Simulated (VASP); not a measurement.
# AlAu2: single point with LDA

AlAu2:

```
Al Au
1.0
    -1.65232    1.65232    4.21330
     1.65232   -1.65232    4.21330
     1.65232    1.65232   -4.21330
Al Au
1 2
Direct
  0.00000 0.00000 0.00000
  0.65704 0.65704 0.00000
  0.34296 0.34296 0.00000
```

| Item | Value |
| --- | --- |
| Program | VASP 6.6.1 |
| Task | single point |
| Functional | LDA |
| Potentials or basis | VASP PAW LDA potentials, release 64 (Al, Au) |
| Cutoff | 520 eV |
| k mesh | 16 × 16 × 16 |
| Occupations | gaussian, width 0.15 eV |
| Spin | no spin polarisation |

```json
{
  "Pressure": "6.0 GPa",
  "Largest force": "0.364 eV/Å",
  "Band gap on the k mesh": "zero (an odd number of electrons rules out a gap without spin polarisation)"
}
```

Forces in eV/Å, atoms in the order of the input:
```
Al   0.000  0.000  0.000
Au   0.000  0.000  0.364
Au   0.000  0.000 -0.364
```

Stress tensor (GPa, compression positive):
```
4.41 0.00 0.00
0.00 4.41 0.00
0.00 0.00 9.20
```

Levels at points of the mesh, in eV from the Fermi level:
```
           k point  band 9  band 10  band 11  band 12  band 13  band 14  band 15  band 16
(0.00, 0.00, 0.00)   -5.03    -5.03    -3.58    -0.91     1.79     6.07     6.07     6.71
(0.50, 0.00, 0.00)   -4.18    -3.39    -3.38    -3.17    -2.20     2.18     7.63     7.87
(0.50, 0.50, 0.00)   -3.69    -3.44    -3.27    -1.46     0.78     1.27     2.22     2.34
(0.50, 0.50, 0.50)   -3.88    -3.56    -3.56    -2.77     2.54     2.54     7.29     7.38
```

Wall time 3 min on 1 thread of Intel(R) Xeon(R) 6975P-C (Granite Rapids) (shared host), peak memory 0.39 GiB.

Caveat: the cell stands under pressure; spin-orbit coupling is left out, which moves the levels of the heavy elements.
